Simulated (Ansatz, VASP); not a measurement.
## One calculation of Li2S, two programs

INCAR

```
SYSTEM = Li2S
PREC = Accurate
ENCUT = 750
EDIFF = 1E-6
ISMEAR = 0
SIGMA = 0.01
LREAL = .False.
LASPH = .True.
NELM = 120
ALGO = Normal
ISIF = 2
LWAVE = .False.
LCHARG = .False.
GGA = PS
NBANDS = 13
GGA_COMPAT = .False.
```

Contents of KPOINTS:

```
Automatic mesh
0
Gamma
  6 6 6
  0 0 0
```

File POSCAR:

```
Li2S
1.0
    0.0000000000      2.8414470801      2.8414470801
    2.8414470801      0.0000000000      2.8414470801
    2.8414470801      2.8414470801      0.0000000000
Li S
2 1
Direct
    0.2500000000      0.2500000000      0.2500000000
    0.7500000000      0.7500000000      0.7500000000
    0.0000000000      0.0000000000      0.0000000000
```

Input for Ansatz:

```yaml
crystal:
  lattice:
    - [0.0, 2.84144708014, 2.84144708014]
    - [2.84144708014, 0.0, 2.84144708014]
    - [2.84144708014, 2.84144708014, 0.0]
  atoms:
    - { symbol: Li, position: [0.25, 0.25, 0.25] }
    - { symbol: Li, position: [0.75, 0.75, 0.75] }
    - { symbol: S, position: [0.0, 0.0, 0.0] }
kpoints:
  mp_grid: { grid: [6, 6, 6] }
scf:
  occupations: { method: fixed }
  convergence: { dr2_threshold: 1.0e-10 }
hamiltonian:
  xc: pbesol
  pseudopotentials: { kind: all_electron, lapw: { basis_error: 0.0005 } }
output:
  forces: true
  stress: true
  eigenstates:
    kpoints:
      - [0.0, 0.0, 0.0]
      - [0.0, -0.5, -0.5]
      - [-0.5, 0.0, -0.5]
      - [-0.5, -0.5, 0.0]
      - [-0.5, 0.0, 0.0]
      - [0.0, -0.5, 0.0]
      - [0.0, 0.0, -0.5]
      - [-0.5, -0.5, -0.5]
  eigenvalues: true
```

Alike in both runs: task single point; functional PBEsol; k mesh 6 × 6 × 6; no spin polarisation.

```csv
,VASP,Ansatz
version,VASP 6.6.1,Ansatz 0.2.0
potentials or method,"VASP PAW PBE potentials, release 64 (Li_sv, S), cutoff 750 eV","all-electron LAPW, scalar-relativistic"
occupations,"gaussian, width 0.01 eV",fixed
```

|  | VASP | Ansatz | Ansatz less VASP |
| --- | --- | --- | --- |
| gap on the k mesh at the Fermi level (eV) | 3.21 | 3.22 | +0.001 |
| pressure (GPa) | -0.7 | -0.6 | +0.04 |

VASP's potentials were made for PBE, not for PBEsol. Ansatz ran all-electron here, and VASP with PAW potentials.
